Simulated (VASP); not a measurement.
# Si16H5Cl in VASP: notebook, part 2 of 2

VASP 6.6.1.

### 4 Single point, PBEsol

Input file INCAR:

```
PREC = Accurate ; ENCUT = 520
EDIFF = 1E-7 ; ISMEAR = 0
SIGMA = 0.05 ; LREAL = Auto
LASPH = True ; NELM = 80
ALGO = Normal ; ISIF = 2
LWAVE = False ; LCHARG = False
GGA = PS ; NBANDS = 55
```

Input file KPOINTS:

```
regular mesh
0
Gamma
  2 2 1
```

Input file POSCAR:

```
Si16H5Cl
1.0
    7.6791800000      0.0000000000      0.0000000000
    3.8395900000      6.6503650000      0.0000000000
    0.0000000000      0.0000000000     17.4187650000
H Si Cl
5 16 1
Direct
    0.1666666792      0.1666666416      0.0574093514
    0.6666666792      0.1666666416      0.0574093514
    0.1666667168      0.6666665664      0.0574093514
    0.6666667168      0.6666665664      0.0574093514
    0.4591159008      0.0566746336      0.4514928010
    0.1666666792      0.1666666416      0.1435233784
    0.6666666792      0.1666666416      0.1435233784
    0.1666667168      0.6666665664      0.1435233784
    0.6666667168      0.6666665664      0.1435233784
   -0.1684507472      0.3341613581      0.1855466791
    0.3343522806      0.3340282827      0.1840818221
   -0.1611735288      0.8230557270      0.1942281786
    0.3323874918      0.8354312884      0.1884201320
   -0.1831063728      0.3673688587      0.3182312868
    0.3090903016      0.3812005807      0.3159740085
   -0.1922532725      0.9200652896      0.3336714170
    0.3008491896      0.8801046258      0.3225650613
   -0.0109683193      0.0590557060      0.3888419185
    0.4647183287      0.0518233210      0.3651406974
   -0.0432016333      0.5780419571      0.3220891378
    0.4807276436      0.5428855409      0.3606027178
    0.4904391439      0.5119191202      0.4798214454
```

Potentials or basis: VASP PAW PBE potentials, release 64 (H, Si, Cl).

Started as:

```bash
$ cat potpaw_PBE.64/H/POTCAR potpaw_PBE.64/Si/POTCAR potpaw_PBE.64/Cl/POTCAR > POTCAR
$ mpirun -np 1 vasp_std > vasp.out
```

OUTCAR:

```text
PREC = Accurate
   ENCUT = 520
   EDIFF = 1E-7
   ISMEAR = 0
   LREAL = Auto
   LASPH = True
   NELM = 80
   ISIF = 2
   GGA = PS

 ion  position               nearest neighbor table
   1  0.167  0.167  0.057-   6 1.50
   2  0.667  0.167  0.057-   7 1.50
   3  0.167  0.667  0.057-   8 1.50
   4  0.667  0.667  0.057-   9 1.50
   5  0.459  0.057  0.451-  19 1.50
   6  0.167  0.167  0.144-   1 1.50  11 2.34  13 2.34  10 2.35
   7  0.667  0.167  0.144-   2 1.50  11 2.32  10 2.33  12 2.45
   8  0.167  0.667  0.144-   3 1.50  11 2.32  12 2.35  13 2.36
   9  0.667  0.667  0.144-   4 1.50  10 2.33  13 2.36  12 2.36
  10  0.832  0.334  0.186-  14 2.32   7 2.33   9 2.33   6 2.35
  11  0.334  0.334  0.184-  15 2.32   7 2.32   8 2.32   6 2.34
[... 443 lines left out ...]
  in kB        3.3247562     -3.3789309      1.5862941      0.0492186     -0.4934841     -0.0293115
  external PRESSURE =       0.5107064 kB  Pullay stress =       0.0000000 kB

 VOLUME and BASIS-vectors are now :
 -----------------------------------------------------------------------------
  energy-cutoff  :      520.00
  volume of cell :      889.57
      direct lattice vectors                 reciprocal lattice vectors
     7.679180000  0.000000000  0.000000000     0.130222237 -0.075183843  0.000000000
     3.839590000  6.650365000  0.000000000     0.000000000  0.150367687  0.000000000
     0.000000000  0.000000000 17.418765000     0.000000000  0.000000000  0.057409351

 POSITION                                       TOTAL-FORCE (eV/Angst)
 -----------------------------------------------------------------------------------
      1.91979      1.10839      1.00000         0.002627      0.050982     -0.132288
      5.75938      1.10839      1.00000         0.011602     -0.215921     -0.135251
      3.83959      4.43358      1.00000        -0.066529      0.177844     -0.125773
      7.67918      4.43358      1.00000         0.060064      0.168711     -0.148830
      3.74324      0.37691      7.86445        -0.000372     -0.000661      0.011231
      1.91979      1.10839      2.50000        -0.068203      0.033463      0.009871
[... 14 lines left out ...]
      5.77605      3.61039      6.28125         0.000489     -0.003597      0.034919
      5.73173      3.40445      8.35790         0.000011      0.002111     -0.009601
 -----------------------------------------------------------------------------------
    total drift:                               -0.001097     -0.002623     -0.009862

  FREE ENERGIE OF THE ION-ELECTRON SYSTEM (eV)
  ---------------------------------------------------
  free  energy   TOTEN  =      -107.6088137064 eV

  energy  without entropy=     -107.6088137064  energy(sigma->0) =     -107.60881371
```

stdout:

```text
POSCAR found type information on POSCAR H SiCl
 POSCAR found :  3 types and      22 ions
 scaLAPACK will be used
 -----------------------------------------------------------------------------
|                                                                             |
|                                                                             |
|     You enforced a specific xc type in the INCAR file but a different       |
|     I HOPE YOU KNOW WHAT YOU ARE DOING!                                     |
|                                                                             |
 -----------------------------------------------------------------------------

 LDA part: xc-table for (Slater+PW92), standard interpolation
 POSCAR, INCAR and KPOINTS ok, starting setup
 FFT: planning ... GRIDC
 FFT: planning ... GRID_SOFT
 FFT: planning ... GRID
 WAVECAR not read
 entering main loop
```

Wall time 13 min (1 thread of Intel Xeon Platinum 8488C (Sapphire Rapids), shared host); peak memory 0.96 GiB.

Results:

```yaml
Free_energy: -107.6088 eV
Largest_force: 0.475 eV/Å
Band_gap_on_the_k_mesh: 0.69 eV, indirect (least direct gap 0.72 eV)
```

Forces on the atoms (eV/Å):
```
H    0.003  0.051 -0.132
H    0.012 -0.216 -0.135
H   -0.067  0.178 -0.126
H    0.060  0.169 -0.149
H    0.000 -0.001  0.011
Si  -0.068  0.033  0.010
Si   0.062 -0.368  0.295
Si   0.204  0.102  0.058
Si  -0.203  0.057  0.121
Si   0.013 -0.003  0.004
Si  -0.010 -0.004  0.005
Si  -0.005  0.000  0.002
Si   0.003  0.001  0.000
Si  -0.008 -0.010  0.002
Si   0.003  0.001  0.002
Si   0.000  0.005 -0.003
Si  -0.003  0.002 -0.003
Si   0.000  0.006  0.013
Si   0.004  0.000 -0.002
Si   0.001 -0.001  0.002
Si   0.000 -0.004  0.035
Cl   0.000  0.002 -0.010
```

Levels at points of the mesh, in eV from the valence-band top:
```csv
k point,band 36,band 37,band 38,band 39,band 40,band 41
"(0.00, 0.00, 0.00)",-0.32,-0.07,-0.03,0.69,1.28,1.36
"(0.50, 0.00, 0.00)",-0.73,-0.66,-0.12,0.94,1.75,2.21
"(0.50, 0.50, 0.00)",-0.84,-0.59,0.00,0.92,1.75,2.12
"(0.00, 0.50, 0.00)",-0.70,-0.58,-0.01,0.94,1.91,2.01
```

Caveat: the k points lie up to 0.47 Å⁻¹ apart; the PAW data sets were made with another functional, which shifts forces and pressure a little.
